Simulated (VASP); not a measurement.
# Ag4HO: single point with PBEsol

System: Ag4HO, a slab with vacuum.

```
Ag O H
1.0
     2.86690    0.00000    0.00000
     0.00000    2.86690    0.00000
     0.00000    0.00000   25.96162
Ag O H
4 1 1
Direct
  0.50000 0.50000 0.32741
  0.00000 0.00000 0.40549
  0.50037 0.50002 0.48345
  0.00070 0.99947 0.56063
  0.50078 0.00793 0.62336
  0.50092 0.68764 0.63758
```

```json
{
 "Program": "VASP 6.6.1",
 "Task": "single point",
 "Functional": "PBEsol",
 "Potentials or basis": "VASP PAW PBE potentials, release 64 (Ag, O, H)",
 "Cutoff": "520 eV",
 "k mesh": "10 × 10 × 1",
 "Occupations": "gaussian, width 0.1 eV",
 "Spin": "no spin polarisation"
}
```

```json
{
  "Largest force": "0.154 eV/Å",
  "Band gap on the k mesh": "zero (an odd number of electrons rules out a gap without spin polarisation)"
}
```

Forces on the atoms (eV/Å):
```
Ag   0.000  0.000  0.154
Ag   0.001  0.000 -0.145
Ag   0.000  0.000 -0.002
Ag  -0.001  0.006 -0.007
O    0.000  0.112 -0.054
H   -0.001 -0.118  0.054
```

Levels at points of the mesh, in eV from the Fermi level:
```
           k point  band 23  band 24  band 25  band 26  band 27  band 28  band 29  band 30
(0.00, 0.00, 0.00)    -2.75    -2.67    -2.05    -1.31    -0.07     0.83     4.13     4.55
(0.50, 0.00, 0.00)    -2.13    -1.47    -0.33    -0.26     0.21     2.59     3.23     4.89
(0.00, 0.50, 0.00)    -1.45    -0.33    -0.26     0.13     0.21     1.06     3.10     5.08
(0.50, 0.50, 0.00)    -1.26    -0.94     2.53     2.91     4.57     5.40     7.00     7.11
```

Wall time 20 min on 1 thread of Intel Xeon 8259CL, with other jobs on the host, peak memory 0.53 GiB.

Caveat: the PAW data sets were made with another functional, which shifts forces and pressure a little; an odd number of electrons without spin polarisation forces a metal; a magnetic or distorted state may lie lower.
